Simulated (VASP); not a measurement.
# BaO (m.bgw) (Fm-3m) in VASP: single point with PBE

Aim: the single point of BaO (m.bgw) with PBE.

Everything below comes from runs of VASP 6.6.1. Logs are shortened: lines on timing, memory, paths and dates and some standing lists are left out, and cuts for length are marked.

### 1 The cell of the first run

It takes space group Fm-3m (No. 225, cubic). Conventional cell: a = 5.574 Å, b = 5.574 Å, c = 5.574 Å, α = 90.00°, β = 90.00°, γ = 90.00°. Within 3.7 Å of Ba (site symmetry m-3m) lie 6 O at 2.79 Å. O (site symmetry m-3m) has 6 Ba at 2.79 Å within 3.7 Å.

### 2 Single point, PBE

Input file INCAR:

```
SYSTEM = BaO
  ALGO = Normal
  EDIFF = 1E-6
  ENCUT = 600
  GGA = PE
  GGA_COMPAT = .False.
  ISIF = 2
  ISMEAR = 0
  LASPH = .True.
  LCHARG = .False.
  LREAL = .False.
  LWAVE = .False.
  NBANDS = 15
  NELM = 120
  PREC = Accurate
  SIGMA = 0.01
```

Input file KPOINTS:

```
k-points
0
Gamma
  4 4 4
  0 0 0
```

Input file POSCAR:

```
BaO
1.0
    0.0000000000      2.7870116217      2.7870116217
    2.7870116217      0.0000000000      2.7870116217
    2.7870116217      2.7870116217      0.0000000000
Ba O
1 1
Direct
    0.0000000000      0.0000000000      0.0000000000
    0.5000000000      0.5000000000      0.5000000000
```

Potentials or basis: VASP PAW PBE potentials, release 64 (Ba_sv, O).

The run is started by

```console
> cat potpaw_PBE.64/Ba_sv/POTCAR potpaw_PBE.64/O/POTCAR > POTCAR
> mpirun -np 1 vasp_std > vasp.out
```

OUTCAR:

```text
SYSTEM = BaO
   EDIFF = 1E-6
   ENCUT = 600
   GGA = PE
   ISIF = 2
   ISMEAR = 0
   LASPH = .True.
   LREAL = .False.
   NELM = 120
   PREC = Accurate

 ion  position               nearest neighbor table
   1  0.000  0.000  0.000-   2 2.79   2 2.79   2 2.79   2 2.79   2 2.79   2 2.79
   2  0.500  0.500  0.500-   1 2.79   1 2.79   1 2.79   1 2.79   1 2.79   1 2.79

  LATTYP: Found a face centered cubic cell.
 ALAT       =     5.5740232434

  Lattice vectors:

 A1 = (   0.0000000000,   2.7870116217,   2.7870116217)
 A2 = (   2.7870116217,   0.0000000000,   2.7870116217)
 A3 = (   2.7870116217,   2.7870116217,   0.0000000000)

Analysis of symmetry for initial positions (statically):
=====================================================================
 Subroutine PRICEL returns:
 Original cell was already a primitive cell.

 Routine SETGRP: Setting up the symmetry group for a
 face centered cubic supercell.

 Subroutine GETGRP returns: Found 48 space group operations
 (whereof 48 operations were pure point group operations)
 out of a pool of 48 trial point group operations.

The static configuration has the point symmetry O_h .

Analysis of symmetry for dynamics (positions and initial velocities):
=====================================================================
 Subroutine PRICEL returns:
 Original cell was already a primitive cell.

 Routine SETGRP: Setting up the symmetry group for a
 face centered cubic supercell.

 Subroutine GETGRP returns: Found 48 space group operations
 (whereof 48 operations were pure point group operations)
 out of a pool of 48 trial point group operations.

The dynamic configuration has the point symmetry O_h .

 Subroutine INISYM returns: Found 48 space group operations
 (whereof 48 operations are pure point group operations),
 and found     1 'primitive' translations

----------------------------------------------------------------------------------------

                                     Primitive cell

  volume of cell :      43.2959

  direct lattice vectors                    reciprocal lattice vectors
     0.000000000  2.787011622  2.787011622    -0.179403629  0.179403629  0.179403629
     2.787011622  0.000000000  2.787011622     0.179403629 -0.179403629  0.179403629
     2.787011622  2.787011622  0.000000000     0.179403629  0.179403629 -0.179403629

  length of vectors
     3.941429634  3.941429634  3.941429634     0.310736201  0.310736201  0.310736201

  position of ions in fractional coordinates (direct lattice)
     0.000000000  0.000000000  0.000000000
     0.500000000  0.500000000  0.500000000

  ion indices of the primitive-cell ions
   primitive index   ion index
                 1           1
                 2           2

----------------------------------------------------------------------------------------

 KPOINTS: k-points

Automatic generation of k-mesh.
 Grid dimensions read from file:
 generate k-points for:    4    4    4

 Generating k-lattice:

  Cartesian coordinates                     Fractional coordinates (reciprocal lattice)
    -0.044850907  0.044850907  0.044850907     0.250000000  0.000000000  0.000000000
     0.044850907 -0.044850907  0.044850907     0.000000000  0.250000000  0.000000000
     0.044850907  0.044850907 -0.044850907     0.000000000  0.000000000  0.250000000

  Length of vectors
     0.077684050  0.077684050  0.077684050

  Shift w.r.t. Gamma in fractional coordinates (k-lattice)
     0.000000000  0.000000000  0.000000000

 Subroutine IBZKPT returns following result:
 ===========================================

 Found      8 irreducible k-points:

 Following reciprocal coordinates:
            Coordinates               Weight
  0.000000  0.000000  0.000000      1.000000
  0.250000  0.000000  0.000000      8.000000
  0.500000  0.000000  0.000000      4.000000
  0.250000  0.250000  0.000000      6.000000
  0.500000  0.250000  0.000000     24.000000
 -0.250000  0.250000  0.000000     12.000000
  0.500000  0.500000  0.000000      3.000000
 -0.250000  0.500000  0.250000      6.000000
   k-points           NKPTS =      8   k-points in BZ     NKDIM =      8   number of bands    NBANDS=     15
   number of dos      NEDOS =    301   number of ions     NIONS =      2
   total plane-waves  NPLWV =  32768
   dimension x,y,z NGX =    32 NGY =   32 NGZ =   32
   dimension x,y,z NGXF=    64 NGYF=   64 NGZF=   64
   ions per type =               1   1
   NGX,Y,Z   is equivalent  to a cutoff of  13.50, 13.50, 13.50 a.u.
   NGXF,Y,Z  is equivalent  to a cutoff of  26.99, 26.99, 26.99 a.u.
 SYSTEM =  BaO
   PREC   = accura    normal or accurate (medium, high low for compatibility)
   ISTART =      0    job   : 0-new  1-cont  2-samecut
   ICHARG =      2    charge: 1-file 2-atom 10-const
   ISPIN  =      1    spin polarized calculation?
   LNONCOLLINEAR =      F non collinear calculations
   LSORBIT =      F    spin-orbit coupling
   LASPH  =      T    aspherical Exc in radial PAW
   ENCUT  =  600.0 eV  44.10 Ry    6.64 a.u.   7.87  7.87  7.87*2*pi/ulx,y,z
   NELM   =    120;   NELMIN=  2; NELMDL= -5     # of ELM steps
   EDIFF  = 0.1E-05   stopping-criterion for ELM
   LREAL  =      F    real-space projection
   EDIFFG = 0.1E-04   stopping-criterion for IOM
   NSW    =      0    number of steps for IOM
   IBRION =     -1    ionic relax: 0-MD 1-quasi-New 2-CG
   NFREE  =      0    steps in history (QN), initial steepest desc. (CG)
   ISIF   =      2    stress and relaxation
   ISYM   =      2    0-nonsym 1-usesym 2-fastsym
   POTIM  = 0.5000    time-step for ionic-motion
   TEBEG  =    0.0;   TEEND  =   0.0 temperature during run
   PSTRESS=    0.0 pullay stress
   NELECT =      16.0000    total number of electrons
   NUPDOWN=      -1.0000    fix difference up-down
   EMIN   =  10.00;   EMAX   =-10.00  energy-range for DOS
   EFERMI =   0.00;   METHOD = LEGACY
   ISMEAR =     0;   SIGMA  =   0.01  broadening in eV -4-tet -1-fermi 0-gaus
   EFERMI_NEDOS =   21; number of points for ismear=-14 and -15
   IALGO  =     38    algorithm
   IMIX   =      4    mixing-type and parameters
     AMIX     =   0.40;   BMIX     =  1.00
     AMIX_MAG =   1.60;   BMIX_MAG =  1.00
  volume/ion in A,a.u.               =      21.65       146.09
  Fermi-wavevector in a.u.,A,eV,Ry     =   1.174806  2.220061 18.778332  1.380168
  Thomas-Fermi vector in A             =   2.311197
   LORBIT       =      0    0 simple, 1 ext, 2 COOP (PROOUT), +10 PAW based schemes
   GGA     = PE    functional components
   LHFCALC =     F    Hartree Fock is set to
   AEXX    =    0.0000 exact exchange contribution
   IVDW    =     0    specifies the selected vdW correction
   LEPSILON=     F    determine dielectric tensor
   LRPA    =     F    only Hartree local field effects (RPA)
 non-spin polarized calculation
 Gauss-broadening in eV      SIGMA  =   0.01
  energy-cutoff  :      600.00
  volume of cell :       43.30
 maximum number of plane-waves:      1459
   NGX = 15   NGY = 15   NGZ = 15

 number of electron      16.0000002 magnetization

 Free energy of the ion-electron system (eV)
  ---------------------------------------------------
  ext. energy  EPLUGINS =         0.00000000
  ---------------------------------------------------
  free energy    TOTEN  =       -11.80345959 eV

  energy without entropy =      -11.80345959  energy(sigma->0) =      -11.80345959

 E-fermi :   1.8925     XC(G=0):  -9.5315

 val. band max:        1.7511552463   @ k =   0.5000   0.5000   0.0000
 cond. band min:       3.7835897906   @ k =   0.5000   0.5000   0.0000
 fundamental gap:      2.0324345443
 Fermi energy:         1.8925145721

 k-point     1 :       0.0000    0.0000    0.0000
  band No.  band energies     occupation
      1     -24.1678      2.00000
      2     -13.2083      2.00000
      3      -8.7161      2.00000
      4      -8.7161      2.00000
      5      -8.7161      2.00000
      6       1.4581      2.00000
      7       1.4581      2.00000
      8       1.4581      2.00000
      9       5.2135      0.00000
     10       6.4386      0.00000
     11       6.4386      0.00000
     12       6.4386      0.00000
     13       8.6573      0.00000
     14       8.6573      0.00000
     15      11.7073      0.00000

 k-point     2 :       0.2500    0.0000    0.0000
  band No.  band energies     occupation
      1     -24.0522      2.00000
      2     -13.5483      2.00000
      3      -8.8289      2.00000
      4      -8.7754      2.00000
      5      -8.7754      2.00000
      6       0.5073      2.00000
      7       0.8524      2.00000
      8       0.8524      2.00000
      9       6.2125      0.00000
     10       7.4244      0.00000
     11       7.4865      0.00000
     12       7.4865      0.00000
     13      10.0024      0.00000
     14      10.0024      0.00000
     15      14.6523      0.00000

 k-point     3 :       0.5000    0.0000    0.0000
  band No.  band energies     occupation
      1     -23.9312      2.00000
      2     -13.8898      2.00000
      3      -8.9264      2.00000
      4      -8.8321      2.00000
      5      -8.8321      2.00000
      6      -0.1718      2.00000
      7       0.3591      2.00000
      8       0.3591      2.00000
      9       6.6556      0.00000
     10       8.8455      0.00000
     11       8.8455      0.00000
     12       9.8282      0.00000
     13      12.0993      0.00000
     14      12.0993      0.00000
     15      15.1095      0.00000
[... 55 lines left out ...]
 k-point     7 :       0.5000    0.5000    0.0000
  band No.  band energies     occupation
      1     -23.8681      2.00000
      2     -13.3610      2.00000
      3     -10.1122      2.00000
      4      -9.2644      2.00000
      5      -9.2644      2.00000
      6       1.6215      2.00000
      7       1.6215      2.00000
      8       1.7512      2.00000
      9       3.7836      0.00000
     10       7.6450      0.00000
     11      10.5488      0.00000
     12      11.0244      0.00000
     13      11.3575      0.00000
     14      11.3575      0.00000
     15      14.8508      0.00000

 k-point     8 :      -0.2500    0.5000    0.2500
  band No.  band energies     occupation
      1     -23.8634      2.00000
      2     -13.5478      2.00000
      3      -9.7146      2.00000
      4      -9.7146      2.00000
      5      -8.7867      2.00000
      6       0.4979      2.00000
      7       1.5612      2.00000
      8       1.5612      2.00000
      9       6.3563      0.00000
     10       6.3563      0.00000
     11       8.5031      0.00000
     12      11.3775      0.00000
     13      11.3941      0.00000
     14      13.4273      0.00000
     15      14.8708      0.00000

------------------------ aborting loop because EDIFF is reached ----------------------------------------

  FORCE on cell =-STRESS in cart. coord.  units (eV):
  Direction    XX          YY          ZZ          XY          YZ          ZX
  --------------------------------------------------------------------------------------
  -------------------------------------------------------------------------------------
  Total        0.4111781      0.4111781      0.4111781      0.0000000     -0.0000000      0.0000000
  in kB       15.2157784     15.2157784     15.2157784      0.0000000     -0.0000000      0.0000000
  external PRESSURE =      15.2157784 kB  Pullay stress =       0.0000000 kB

 VOLUME and BASIS-vectors are now :
 -----------------------------------------------------------------------------
  energy-cutoff  :      600.00
  volume of cell :       43.30
      direct lattice vectors                 reciprocal lattice vectors
     0.000000000  2.787011622  2.787011622    -0.179403629  0.179403629  0.179403629
     2.787011622  0.000000000  2.787011622     0.179403629 -0.179403629  0.179403629
     2.787011622  2.787011622  0.000000000     0.179403629  0.179403629 -0.179403629

 POSITION                                       TOTAL-FORCE (eV/Angst)
 -----------------------------------------------------------------------------------
      0.00000      0.00000      0.00000         0.000000     -0.000000      0.000000
      2.78701      2.78701      2.78701         0.000000      0.000000      0.000000
 -----------------------------------------------------------------------------------
    total drift:                                0.000000     -0.000000      0.000000

  FREE ENERGIE OF THE ION-ELECTRON SYSTEM (eV)
  ---------------------------------------------------
  free  energy   TOTEN  =       -11.8034595893 eV

  energy  without entropy=      -11.8034595893  energy(sigma->0) =      -11.80345959
```

Wall time 8 s (1 thread of Intel Xeon 6975P-C, shared host); peak memory 0.17 GiB.

Results:

| Property | Result |
| --- | --- |
| Free energy | -11.8035 eV |
| Pressure | 1.5 GPa |
| Band gap on the k mesh | 2.03 eV, direct |

Caveat: the k points lie up to 0.49 Å⁻¹ apart; spin-orbit coupling is left out, which moves the levels of the heavy elements. PBE gaps usually lie below the measured ones, often by a third to a half.
